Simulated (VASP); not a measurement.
Wanted: the native input for a VASP 6.6.1 run.

| Item | Value |
| --- | --- |
| Task | single point |
| Functional | PBE |
| Potentials or basis | VASP PAW PBE potentials, release 64 (Cs_sv) |
| Cutoff | 520 eV |
| k mesh | 10 × 10 × 10 |
| Occupations | gaussian, width 0.1 eV |
| Spin | no spin polarisation |
| Dipole correction | no |
| Further INCAR settings | ALGO = Normal; EDIFF = 1e-06; NBANDS = 10 |

The structure of Cs lies in POSCAR:

```
Cs
1.0
   -3.0794321532      3.0794321532      3.0794321532
    3.0794321532     -3.0794321532      3.0794321532
    3.0794321532      3.0794321532     -3.0794321532
Cs
1
Direct
    0.0000000000      0.0000000000      0.0000000000
```

These files were run (other wordings do the same):

INCAR

```
PREC     = Accurate       # precision mode
ENCUT    = 520            # plane-wave cutoff, eV
EDIFF    = 1E-6           # SCF threshold, eV
ISMEAR   = 0              # smearing method
SIGMA    = 0.1            # smearing width, eV
LREAL    = F              # projectors in reciprocal space
LASPH    = T              # aspherical terms in the spheres
NELM     = 100            # most SCF steps
ALGO     = Normal         # electronic algorithm
ISIF     = 2              # what is computed and relaxed
LWAVE    = F              # write WAVECAR
LCHARG   = T              # write CHGCAR
GGA      = PE             # functional
LELF     = T              # ELF
LVHAR    = T            
NBANDS   = 10             # bands
```

KPOINTS

```
Automatic mesh
0
Gamma
  10 10 10
```

Potentials or basis: VASP PAW PBE potentials, release 64 (Cs_sv).

Command:

```bash
$ cat potpaw_PBE.64/Cs_sv/POTCAR > POTCAR
$ mpirun -np 1 vasp_std > vasp.out
```

It gave:

| Item | Value |
| --- | --- |
| Pressure | 0.0 GPa |
| Band gap on the k mesh | zero (an odd number of electrons rules out a gap without spin polarisation) |

Caveat: spin-orbit coupling is left out, which moves the levels of the heavy elements.

Wall time 39 s on 1 thread of Intel Xeon 8259CL (shared host), peak memory 0.25 GiB.
